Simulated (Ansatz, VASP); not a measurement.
## Ga2SnSe4 in VASP and in Ansatz

```
Ga Sn Se
1.0
     5.32932    0.00000    0.00000
     0.00000    5.32932    0.00000
     0.00000    0.00000    7.18149
Ga Sn Se
2 1 4
Direct
  0.00000 0.00000 0.83041
  0.00000 0.00000 0.16959
  0.50000 0.50000 0.50000
  0.50000 0.00000 0.00000
  0.00000 0.50000 0.00000
  0.00000 0.00000 0.50000
  0.50000 0.50000 0.00000
```

Alike in both runs: functional PBE; k mesh 2 × 2 × 2; occupations gaussian, width 0.15 eV; no spin polarisation.

Ansatz relaxed the structure, and its values are those at the end. VASP's run is a single point on that final structure, the one shown.

|  | VASP | Ansatz |
| --- | --- | --- |
| version | VASP 6.6.1 | Ansatz 0.2.0 |
| potentials or method | VASP PAW PBE potentials, release 64 (Ga_d, Sn_d, Se), cutoff 500 eV | scalar-relativistic, plane waves, PAW |
| valence electrons in the cell | 64 | 104 |

|  | VASP | Ansatz | Ansatz less VASP |
| --- | --- | --- | --- |
| gap on the k mesh at the Fermi level (eV) | none | none | - |
| pressure (GPa) | 0.2 | 0.1 | -0.06 |

A gap of «none» marks a metal or a gap that the smearing closes. VASP's potentials hold 64 valence electrons a cell and Ansatz's 104, so a difference there can come from the potentials and not from the codes.

The k mesh is coarse, so the values compare programs but aren't converged.
